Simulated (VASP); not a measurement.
Input of a VASP 6.6.1 run:

Contents of INCAR:

```
SYSTEM = Ni
  PREC = Accurate
  ENCUT = 520
  EDIFF = 1E-6
  ISMEAR = -1
  SIGMA = 0.05
  LREAL = .False.
  LASPH = .True.
  NELM = 150
  ALGO = Normal
  ISIF = 2
  LWAVE = .False.
  LCHARG = .True.
  ISPIN = 2
  MAGMOM = 0.705 0.705 0.715 0.715
  LORBIT = 11
  LMAXMIX = 4
  GGA = RE
  LELF = .True.
  LVHAR = .True.
  NBANDS = 32
```

Contents of KPOINTS:

```
Automatic mesh
0
Gamma
  19 19 5
  0 0 0
```

File POSCAR:

```
Ni
1.0
    2.5055131541      0.0000000000      0.0000000000
   -1.2527565770      2.1698380409      0.0000000000
    0.0000000000      0.0000000000      8.2009643485
Ni
4
Direct
    1.0000000000      0.0000000000      1.0000000000
    0.0000000000      0.0000000000      0.5000000000
    0.3333333333      0.6666666667      0.2500000000
    0.6666666667      0.3333333333      0.7500000000
```

Potentials or basis: VASP PAW PBE potentials, release 64 (Ni).

The run is started by

```sh
$ cat potpaw_PBE.64/Ni/POTCAR > POTCAR
$ mpirun -np 1 vasp_std > vasp.out
```

Question: What does it give for the pressure?

Answer: 0.0 GPa.

Question: Estimate the site moments.

Answer: Ni +0.65, +0.66 (each value once) μB.

Question: Estimate the net moment.

Answer: 2.57 μB per cell.

Stress tensor (GPa, compression positive):
```
-0.05  0.00  0.00
 0.00 -0.05  0.00
 0.00  0.00  0.18
```

Caveat: the PAW data sets were made with another functional, which shifts forces and pressure a little.
